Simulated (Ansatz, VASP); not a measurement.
## Two plane-wave programs on InAs

File INCAR:

```
PREC = Accurate
ENCUT = 600
EDIFF = 1E-6
ISMEAR = 0
SIGMA = 0.1
LREAL = F
LASPH = T
NELM = 60
ALGO = Normal
ISIF = 3
LWAVE = F
LCHARG = F
GGA = PE
IBRION = 2
NSW = 100
EDIFFG = -0.005
```

Contents of KPOINTS:

```
Automatic mesh
0
Gamma
  12 12 12
```

File POSCAR:

```
InAs
1.0
    0.0000000000      3.0669421096      3.0669421096
    3.0669421096      0.0000000000      3.0669421096
    3.0669421096      3.0669421096      0.0000000000
In As
1 1
Direct
    0.0000000000      0.0000000000      0.0000000000
    0.2500000000      0.2500000000      0.2500000000
```

Input for Ansatz:

```yaml
crystal:
  lattice:
    - [0.0, 3.0669421096, 3.0669421096]
    - [3.0669421096, 0.0, 3.0669421096]
    - [3.0669421096, 3.0669421096, 0.0]
  atoms:
    - { symbol: In, position: [0.0, 0.0, 0.0] }
    - { symbol: As, position: [0.25, 0.25, 0.25] }
basis:
  ecutwfc: 420
kpoints:
  mp_grid: { grid: [12, 12, 12] }
hamiltonian:
  xc: pbe
scf:
  occupations: { method: gaussian, width: 0.1 }
output:
  forces: true
  stress: true
  eigenvalues: true
relax:
  adjacent_minimum: "off"
  f_tol: 0.005
  max_steps: 80
  cell: { stress_tol: 0.05 }
```

Alike in both runs: task relaxation of cell and atoms; functional PBE; k mesh 12 × 12 × 12; occupations gaussian, width 0.1 eV; no spin polarisation.

|  | VASP | Ansatz |
| --- | --- | --- |
| version | VASP 6.6.1 | Ansatz 0.2.0 |
| potentials or method | VASP PAW PBE potentials, release 64 (In_d, As), cutoff 600 eV | scalar-relativistic, plane waves, PAW |
| valence electrons in the cell | 18 | 28 |

Ansatz gave:

| Item | Value |
| --- | --- |
| gap on the k mesh at the Fermi level, each at its own relaxed structure (eV) | none |
| relaxed volume (Å³/atom) | 29.61 |
| relaxed length of the cell vector where the two differ most in proportion (Å) | 4.375 |

Problem. Which values does VASP return?

Solution. gap on the k mesh at the Fermi level, each at its own relaxed structure (eV): none; relaxed volume (Å³/atom): 29.63; relaxed length of the cell vector where the two differ most in proportion (Å): 4.376.

A gap of «none» marks a metal or a gap that the smearing closes. VASP's potentials hold 18 valence electrons a cell and Ansatz's 28, so a difference there can come from the potentials and not from the codes.
